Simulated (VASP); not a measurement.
# MnPt2 (P-3m1) in VASP: notebook

The runs below take MnPt2 through single point, with PBEsol-based screened hybrid with 25 % exact exchange, PBEsol.

All numbers are computed with VASP 6.6.1; they aren't measurements. Logs are shortened: lines on timing, memory, paths and dates and some standing lists are left out, and cuts for length are marked.

## (1) The cell of the first run

Symmetry: P-3m1, No. 164, trigonal system. Conventional cell: a = 2.858 Å, b = 2.858 Å, c = 6.533 Å, α = 90.00°, β = 90.00°, γ = 120.00°. Within 3.5 Å of Pt (site symmetry 3m) lie 3 Mn at 2.64 Å and 9 Pt at 2.86 to 2.91 Å. Within 3.5 Å of Mn (site symmetry -3m) lie 6 Pt at 2.64 Å and 6 Mn at 2.86 Å.

## (2) Single point, PBEsol-based screened hybrid with 25 % exact exchange, collinear spin, ferromagnetic start

File POSCAR:

```
MnPt2
1.0
    2.8584044518      0.0000000000      0.0000000000
   -1.4292022259      2.4754508696      0.0000000000
    0.0000000000      0.0000000000      6.5325040000
Pt Mn
2 1
Direct
    0.6666666667      0.3333333333      0.3162060000
    0.3333333333      0.6666666667      0.6837940000
    0.0000000000      0.0000000000      0.0000000000
```

File INCAR.step1:

```
ALGO = Normal ; EDIFF = 1E-5
ENCUT = 520 ; GGA = PE
ISIF = 2 ; ISMEAR = -1
ISPIN = 2 ; LASPH = True
LCHARG = False ; LMAXMIX = 4
LORBIT = 11 ; LREAL = False
LUSENCCL = False ; LWAVE = True
MAGMOM = 0 0 4 ; NBANDS = 28
NELM = 150 ; PREC = Accurate
SIGMA = 0.05
```

File INCAR.step2:

```
AEXX = 0.25 ; ALGO = Normal
EDIFF = 1E-7 ; ENCUT = 520
GGA = PS ; HFSCREEN = 0.207
ISIF = 2 ; ISMEAR = -1
ISPIN = 2 ; ISTART = 1
LASPH = True ; LCHARG = False
LHFCALC = True ; LMAXMIX = 4
LORBIT = 11 ; LREAL = False
LUSENCCL = False ; LWAVE = False
MAGMOM = 0 0 4 ; NBANDS = 28
NELM = 150 ; PREC = Accurate
PRECFOCK = Normal ; SIGMA = 0.05
```

File KPOINTS:

```
k-points
0
Gamma
  6 6 2
```

Potentials or basis: VASP PAW PBE potentials, release 64 (Pt, Mn_pv).

Command:

```console
> cat potpaw_PBE.64/Pt/POTCAR potpaw_PBE.64/Mn_pv/POTCAR > POTCAR
> cp INCAR.step1 INCAR
> mpirun -np 1 vasp_std > vasp.out
> cp INCAR.step2 INCAR
> mpirun -np 1 vasp_std > vasp.out
```

OUTCAR:

```text
AEXX = 0.25
   EDIFF = 1E-7
   ENCUT = 520
   GGA = PS
   HFSCREEN = 0.207
   ISIF = 2
   ISMEAR = -1
   ISPIN = 2
   ISTART = 1
   LASPH = True
   LHFCALC = True
   LORBIT = 11
   LREAL = False
   NELM = 150
   PREC = Accurate
   PRECFOCK = Normal

 ion  position               nearest neighbor table
   1  0.667  0.333  0.316-   3 2.64   3 2.64   3 2.64   2 2.91   2 2.91   2 2.91
   2  0.333  0.667  0.684-   3 2.64   3 2.64   3 2.64   1 2.91   1 2.91   1 2.91
   3  0.000  0.000  0.000-   1 2.64   2 2.64   1 2.64   2 2.64   1 2.64   2 2.64

  LATTYP: Found a hexagonal cell.
 ALAT       =     2.8584044518
 C/A-ratio  =     2.2853672775

  Lattice vectors:

 A1 = (   2.8584044518,   0.0000000000,   0.0000000000)
 A2 = (  -1.4292022259,   2.4754508696,   0.0000000000)
 A3 = (   0.0000000000,   0.0000000000,   6.5325040000)

Analysis of symmetry for initial positions (statically):
=====================================================================
 Subroutine PRICEL returns:
 Original cell was already a primitive cell.

 Routine SETGRP: Setting up the symmetry group for a
 hexagonal supercell.

 Subroutine GETGRP returns: Found 12 space group operations
 (whereof 12 operations were pure point group operations)
 out of a pool of 24 trial point group operations.

The static configuration has the point symmetry D_3d.

Analysis of symmetry for dynamics (positions and initial velocities):
=====================================================================
 Subroutine PRICEL returns:
 Original cell was already a primitive cell.

 Routine SETGRP: Setting up the symmetry group for a
 hexagonal supercell.

 Subroutine GETGRP returns: Found 12 space group operations
 (whereof 12 operations were pure point group operations)
 out of a pool of 24 trial point group operations.

The dynamic configuration has the point symmetry D_3d.

Analysis of structural, dynamic, and magnetic symmetry:
=====================================================================
 Subroutine PRICEL returns:
 Original cell was already a primitive cell.

 Routine SETGRP: Setting up the symmetry group for a
 hexagonal supercell.

 Subroutine GETGRP returns: Found 12 space group operations
 (whereof 12 operations were pure point group operations)
 out of a pool of 24 trial point group operations.

The overall configuration has the point symmetry D_3d.

 Subroutine INISYM returns: Found 12 space group operations
[... 117 lines left out ...]
   NKREDX  =     1    reduce k-point grid by
   NKREDY  =     1    reduce k-point grid by
   NKREDZ  =     1    reduce k-point grid by
   AEXX    =    0.2500 exact exchange contribution
   HFSCREEN=    0.2070 screening length (either q_TF or 0.3 A-1)
   HFSCREENC=   0.2070 screening length for correlation (either q_TF or 0.3 A-1)
   ENCUTFOCK=  -1.0 apply spherical cutoff to Coloumb kernel
   IVDW    =     0    specifies the selected vdW correction
   LEPSILON=     F    determine dielectric tensor
   LRPA    =     F    only Hartree local field effects (RPA)
 spin polarized calculation
  energy-cutoff  :      520.00
  volume of cell :       46.22
 maximum number of plane-waves:      1264
 NGX is ok and might be reduce to    24
  NGX = 16; NGY = 16; NGZ = 40

 number of electron      32.9999989 magnetization       4.8883487

 Free energy of the ion-electron system (eV)
  ---------------------------------------------------
  ext. energy  EPLUGINS =         0.00000000
  ---------------------------------------------------
  free energy    TOTEN  =       -29.87095441 eV

  energy without entropy =      -29.86778586  energy(sigma->0) =      -29.86937014

 E-fermi :   9.0239     XC(G=0): -10.5449

 val. band max:        8.8269655087   @ k =   0.5000   0.0000   0.0000
 cond. band min:       9.0548801810   @ k =   0.1667   0.0000   0.0000
 fundamental gap:      0.2279146724
 Fermi energy:         9.0238605713

 spin component 1

 k-point     1 :       0.0000    0.0000    0.0000
  band No.  band energies     occupation
      1     -45.3144      1.00000
      2     -45.3144      1.00000
      3     -45.2841      1.00000
      4      -1.1207      1.00000
      5       1.4319      1.00000
      6       1.9298      1.00000
[... 423 lines left out ...]
     27      22.8697      0.00000
     28      22.9134      0.00000
 Fermi energy:         9.0238605713

 spin component 2

 k-point     1 :       0.0000    0.0000    0.0000
  band No.  band energies     occupation
      1     -39.1736      1.00000
      2     -39.1468      1.00000
      3     -39.1468      1.00000
      4      -0.9174      1.00000
      5       1.6048      1.00000
      6       3.3315      1.00000
[... 423 lines left out ...]
     27      23.6845      0.00000
     28      23.8798      0.00000

------------------------ aborting loop because EDIFF is reached ----------------------------------------

  FORCE on cell =-STRESS in cart. coord.  units (eV):
  Direction    XX          YY          ZZ          XY          YZ          ZX
  --------------------------------------------------------------------------------------
  -------------------------------------------------------------------------------------
  Total       -2.4101992     -2.4101992     -1.3406426      0.0000000     -0.0000000      0.0000000
  in kB      -83.5421886    -83.5421886    -46.4692767      0.0000000     -0.0000000      0.0000000
  external PRESSURE =     -71.1845513 kB  Pullay stress =       0.0000000 kB

 VOLUME and BASIS-vectors are now :
 -----------------------------------------------------------------------------
  energy-cutoff  :      520.00
  volume of cell :       46.22
      direct lattice vectors                 reciprocal lattice vectors
     2.858404452  0.000000000  0.000000000     0.349845523  0.201983407 -0.000000000
    -1.429202226  2.475450870  0.000000000     0.000000000  0.403966814  0.000000000
     0.000000000  0.000000000  6.532504000     0.000000000 -0.000000000  0.153080656

 POSITION                                       TOTAL-FORCE (eV/Angst)
 -----------------------------------------------------------------------------------
      1.42920      0.82515      2.06562        -0.000000     -0.000000      0.214025
     -0.00000      1.65030      4.46689         0.000000      0.000000     -0.214025
      0.00000      0.00000      0.00000         0.000000      0.000000      0.000000
 -----------------------------------------------------------------------------------
    total drift:                               -0.000000     -0.000000      0.000001

  FREE ENERGIE OF THE ION-ELECTRON SYSTEM (eV)
  ---------------------------------------------------
  free  energy   TOTEN  =       -29.8709544121 eV

  energy  without entropy=      -29.8677858646  energy(sigma->0) =      -29.86937014

 total charge

# of ion       s       p       d       tot
------------------------------------------
    1        0.672   0.505   8.160   9.338
    2        0.672   0.505   8.160   9.338
    3        0.332   6.271   4.923  11.525
--------------------------------------------------
tot          1.677   7.282  21.243  30.202

 magnetization (x)

# of ion       s       p       d       tot
------------------------------------------
    1       -0.035  -0.026   0.334   0.273
    2       -0.035  -0.026   0.334   0.273
    3        0.014   0.017   4.162   4.193
--------------------------------------------------
tot         -0.055  -0.036   4.831   4.739
```

OUTCAR.step1:

```text
EDIFF = 1E-5
   ENCUT = 520
   GGA = PE
   ISIF = 2
   ISMEAR = -1
   ISPIN = 2
   LASPH = True
   LORBIT = 11
   LREAL = False
[... 1111 lines left out ...]

# of ion       s       p       d       tot
------------------------------------------
    1        0.650   0.530   8.051   9.231
    2        0.650   0.530   8.051   9.231
    3        0.319   6.267   4.960  11.546
--------------------------------------------------
tot          1.620   7.327  21.062  30.008

 magnetization (x)

# of ion       s       p       d       tot
------------------------------------------
    1       -0.018  -0.002   0.376   0.356
    2       -0.018  -0.002   0.376   0.356
    3        0.018   0.027   3.796   3.842
--------------------------------------------------
tot         -0.017   0.023   4.548   4.554
```

Run time: 53 min. Hardware: 1 × NVIDIA H100 80GB with 1 thread of AMD EPYC 7R13 (Zen 3), shared host; peak memory 1.3 GiB.

What came out:

```yaml
Free_energy: -29.8710 eV
Pressure: -7.1 GPa
Largest_force: 0.214 eV/Å
Net_moment: 4.89 μB per cell
Site_moments: Pt +0.27; Mn +4.19 μB
Valence_electrons_inside_the_program's_atomic_spheres: Pt 9.34; Mn 11.53
```

Forces on the atoms (eV/Å):
```
Pt   0.000  0.000  0.214
Pt   0.000  0.000 -0.214
Mn   0.000  0.000  0.000
```

Levels at points of the mesh, in eV from the Fermi level:
Spin up:
```
           k point  band 17  band 18  band 19  band 20  band 21  band 22
(0.00, 0.00, 0.00)    -2.95    -1.78    -1.78    -1.46    -1.46    11.27
(0.50, 0.00, 0.00)    -0.41    -0.20     1.58     2.12     2.36     6.43
(0.00, 0.00, 0.50)    -2.30    -2.30    -0.83    -0.83     0.45     6.94
(0.50, 0.00, 0.50)    -0.63    -0.37    -0.31     1.96     3.15     5.70
```
Spin down:
```csv
k point,band 11,band 12,band 13,band 14,band 15,band 16,band 17,band 18,band 19,band 20
"(0.00, 0.00, 0.00)",-2.71,-2.71,-2.24,-2.24,-1.20,-1.20,2.53,3.34,3.34,4.43
"(0.50, 0.00, 0.00)",-2.01,-0.68,0.33,0.39,1.59,2.30,2.97,3.18,4.41,5.29
"(0.00, 0.00, 0.50)",-3.47,-1.99,-1.99,-1.61,-1.61,0.67,1.94,3.40,3.40,4.55
"(0.50, 0.00, 0.50)",-1.65,-0.39,-0.21,0.32,0.42,2.38,2.63,3.85,3.98,5.29
```

Caveat: the k points lie up to 0.48 Å⁻¹ apart; the PAW data sets were made with another functional, which shifts forces and pressure a little; spin-orbit coupling is left out, which moves the levels of the heavy elements.

## (3) Single point, PBEsol, collinear spin, ferromagnetic start

This run uses another cell than the first one, of 16.33 Å³/atom.

File INCAR:

```
SYSTEM = MnPt2
PREC = Accurate
ENCUT = 520
EDIFF = 1E-7
ISMEAR = -1
SIGMA = 0.05
LREAL = .False.
LASPH = .True.
NELM = 150
ALGO = Fast
ISIF = 2
LWAVE = .False.
LCHARG = .True.
ISPIN = 2
MAGMOM = 0 0 4
LORBIT = 11
LMAXMIX = 4
GGA = PS
LELF = .True.
LVHAR = .True.
NBANDS = 28
```

File KPOINTS:

```
Automatic mesh
0
Gamma
  11 11 4
  0 0 0
```

File POSCAR:

```
MnPt2
1.0
    2.9144658307      0.0000000000      0.0000000000
   -1.4572329154      2.5240014479      0.0000000000
    0.0000000000      0.0000000000      6.6606248409
Pt Mn
2 1
Direct
    0.6666666667      0.3333333333      0.3162060000
    0.3333333333      0.6666666667      0.6837940000
    0.0000000000      0.0000000000      0.0000000000
```

Potentials or basis: VASP PAW PBE potentials, release 64 (Pt, Mn_pv).

Command:

```console
> cat potpaw_PBE.64/Pt/POTCAR potpaw_PBE.64/Mn_pv/POTCAR > POTCAR
> mpirun -np 1 vasp_std > vasp.out
```

Run time: 4.9 min. Hardware: 1 thread of Intel Xeon 8259CL, shared host; peak memory 0.28 GiB.

It converged, with:

| Property | Result |
| --- | --- |
| Free energy | -23.7216 eV |
| Pressure | -17.4 GPa |
| Largest force | 0.080 eV/Å |
| Net moment | 4.67 μB per cell |
| Site moments | Pt +0.30; Mn +3.86 μB |
| Valence electrons inside the program's atomic spheres | Pt 9.10; Mn 11.47 |

Forces in eV/Å, atoms in the order of the input:
```
Pt   0.000  0.000 -0.080
Pt   0.000  0.000  0.080
Mn   0.000  0.000  0.000
```

Stress tensor (GPa, compression positive):
```
-17.85   0.00   0.00
  0.00 -17.85   0.00
  0.00   0.00 -16.59
```

Levels at points of the mesh, in eV from the Fermi level:
Spin up:
| k point | band 17 | band 18 | band 19 | band 20 | band 21 | band 22 |
| --- | --- | --- | --- | --- | --- | --- |
| (0.00, 0.00, 0.00) | -1.58 | -1.00 | -1.00 | -0.87 | -0.87 | 9.58 |
| (0.00, 0.00, 0.50) | -1.62 | -1.62 | -0.22 | -0.22 | 0.29 | 5.56 |
Spin down:
```csv
k point,band 12,band 13,band 14,band 15,band 16,band 17,band 18,band 19
"(0.00, 0.00, 0.00)",-2.21,-1.68,-1.68,-0.82,-0.82,0.82,1.37,1.37
"(0.00, 0.00, 0.50)",-1.43,-1.43,-1.26,-1.26,0.40,0.58,1.41,1.41
```

Caveat: the cell stands under tension; the PAW data sets were made with another functional, which shifts forces and pressure a little; spin-orbit coupling is left out, which moves the levels of the heavy elements.

## (4) Single point, PBEsol, collinear spin, ferromagnetic start

File INCAR:

```
SYSTEM = MnPt2
PREC = Accurate
ENCUT = 520
EDIFF = 1E-6
ISMEAR = -1
SIGMA = 0.05
LREAL = .False.
LASPH = .True.
NELM = 150
ALGO = Normal
ISIF = 2
LWAVE = .False.
LCHARG = .False.
ISPIN = 2
MAGMOM = 0 0 6
LORBIT = 11
NUPDOWN = 6.0
LMAXMIX = 4
GGA = PS
NBANDS = 28
```

File KPOINTS:

```
regular mesh
0
Gamma
  9 9 4
  0 0 0
```

File POSCAR:

```
MnPt2
1.0
    2.8584044518      0.0000000000      0.0000000000
   -1.4292022259      2.4754508696      0.0000000000
    0.0000000000      0.0000000000      6.5325040000
Pt Mn
2 1
Direct
    0.6666666667      0.3333333333      0.3162060000
    0.3333333333      0.6666666667      0.6837940000
    0.0000000000      0.0000000000      0.0000000000
```

Potentials or basis: VASP PAW PBE potentials, release 64 (Pt, Mn_pv).

Command:

```console
> cat potpaw_PBE.64/Pt/POTCAR potpaw_PBE.64/Mn_pv/POTCAR > POTCAR
> mpirun -np 1 vasp_std > vasp.out
```

OUTCAR:

```text
SYSTEM = MnPt2
   PREC = Accurate
   ENCUT = 520
   EDIFF = 1E-6
   ISMEAR = -1
   LREAL = .False.
   LASPH = .True.
   NELM = 150
   ISIF = 2
   ISPIN = 2
   LORBIT = 11
   NUPDOWN = 6.0
   GGA = PS

 ion  position               nearest neighbor table
   1  0.667  0.333  0.316-   3 2.64   3 2.64   3 2.64   2 2.91   2 2.91   2 2.91
   2  0.333  0.667  0.684-   3 2.64   3 2.64   3 2.64   1 2.91   1 2.91   1 2.91
   3  0.000  0.000  0.000-   1 2.64   2 2.64   1 2.64   2 2.64   1 2.64   2 2.64

  LATTYP: Found a hexagonal cell.
 ALAT       =     2.8584044518
 C/A-ratio  =     2.2853672775

  Lattice vectors:
[... 1710 lines left out ...]
  energy-cutoff  :      520.00
  volume of cell :       46.22
      direct lattice vectors                 reciprocal lattice vectors
     2.858404452  0.000000000  0.000000000     0.349845523  0.201983407  0.000000000
    -1.429202226  2.475450870  0.000000000     0.000000000  0.403966814  0.000000000
     0.000000000  0.000000000  6.532504000     0.000000000  0.000000000  0.153080656

 POSITION                                       TOTAL-FORCE (eV/Angst)
 -----------------------------------------------------------------------------------
      1.42920      0.82515      2.06562        -0.000000      0.000000      0.310431
     -0.00000      1.65030      4.46689         0.000000     -0.000000     -0.310431
      0.00000      0.00000      0.00000        -0.000000      0.000000      0.000000
 -----------------------------------------------------------------------------------
    total drift:                                0.000000     -0.000000     -0.000000

  FREE ENERGIE OF THE ION-ELECTRON SYSTEM (eV)
  ---------------------------------------------------
  free  energy   TOTEN  =       -23.2525081774 eV

  energy  without entropy=      -23.2327535924  energy(sigma->0) =      -23.24263088

 total charge

# of ion       s       p       d       tot
------------------------------------------
    1        0.659   0.549   7.998   9.205
    2        0.659   0.549   7.998   9.205
    3        0.325   6.281   4.949  11.556
--------------------------------------------------
tot          1.644   7.379  20.945  29.967

 magnetization (x)

# of ion       s       p       d       tot
------------------------------------------
    1        0.008   0.052   0.773   0.833
    2        0.008   0.052   0.773   0.833
    3        0.031   0.050   3.939   4.020
--------------------------------------------------
tot          0.047   0.154   5.485   5.685
```

OSZICAR:

```text
N       E                     dE             d eps       ncg     rms          rms(c)
DAV:   1     0.281933914580E+03    0.28193E+03   -0.17039E+04  4848   0.127E+03
DAV:   2    -0.116184652111E+02   -0.29355E+03   -0.27737E+03  4892   0.347E+02
DAV:   3    -0.238503370378E+02   -0.12232E+02   -0.12017E+02  5304   0.776E+01
DAV:   4    -0.239872222627E+02   -0.13689E+00   -0.13679E+00  5508   0.803E+00
DAV:   5    -0.239896984369E+02   -0.24762E-02   -0.24761E-02  5276   0.111E+00    0.226E+01
DAV:   6    -0.229414153639E+02    0.10483E+01   -0.33514E+00  5256   0.194E+01    0.104E+01
DAV:   7    -0.232564251306E+02   -0.31501E+00   -0.11259E+00  5116   0.111E+01    0.693E+00
DAV:   8    -0.232665919672E+02   -0.10167E-01   -0.33967E-01  5320   0.712E+00    0.391E+00
DAV:   9    -0.232541733239E+02    0.12419E-01   -0.10211E-01  5568   0.434E+00    0.156E+00
DAV:  10    -0.232520876701E+02    0.20857E-02   -0.17044E-02  5512   0.135E+00    0.430E-01
DAV:  11    -0.232525349480E+02   -0.44728E-03   -0.16336E-03  5484   0.435E-01    0.105E-01
DAV:  12    -0.232525101808E+02    0.24767E-04   -0.31001E-04  5464   0.246E-01    0.385E-02
DAV:  13    -0.232525072806E+02    0.29003E-05   -0.54232E-05  5280   0.536E-02    0.114E-02
DAV:  14    -0.232525081774E+02   -0.89688E-06   -0.65256E-06  5340   0.236E-02
   1 F= -.23252508E+02 E0= -.23242631E+02  d E =-.197546E-01  mag=     6.0000
```

stdout:

```text
POSCAR found type information on POSCAR PtMn
 POSCAR found :  2 types and       3 ions
 scaLAPACK will be used
 -----------------------------------------------------------------------------
|                                                                             |
|                                                                             |
|     You enforced a specific xc type in the INCAR file but a different       |
|     I HOPE YOU KNOW WHAT YOU ARE DOING!                                     |
|                                                                             |
 -----------------------------------------------------------------------------

 LDA part: xc-table for (Slater+PW92), standard interpolation
 POSCAR, INCAR and KPOINTS ok, starting setup
 FFT: planning ... GRIDC
 FFT: planning ... GRID_SOFT
 FFT: planning ... GRID
 WAVECAR not read
 entering main loop
```

Wall time 1.7 min (1 thread of Intel Xeon Platinum 8175M at 2.50GHz (Skylake/Cascade Lake), shared host); peak memory 0.25 GiB.

What came out:

| Property | Result |
| --- | --- |
| Free energy | -23.2525 eV |
| Pressure | -2.7 GPa |
| Largest force | 0.310 eV/Å |
| Net moment | 6.00 μB per cell |
| Site moments | Pt +0.83; Mn +4.02 μB |
| Valence electrons inside the program's atomic spheres | Pt 9.21; Mn 11.56 |

Forces on the atoms (eV/Å):
```
Pt   0.000  0.000  0.310
Pt   0.000  0.000 -0.310
Mn   0.000  0.000  0.000
```

Caveat: the stress differs along the axes, from -5 to 1 GPa; the PAW data sets were made with another functional, which shifts forces and pressure a little; spin-orbit coupling is left out, which moves the levels of the heavy elements; the total moment is fixed, so each spin has its own Fermi level and the state may be an excited one.

(Continued in part 2 of 2.)
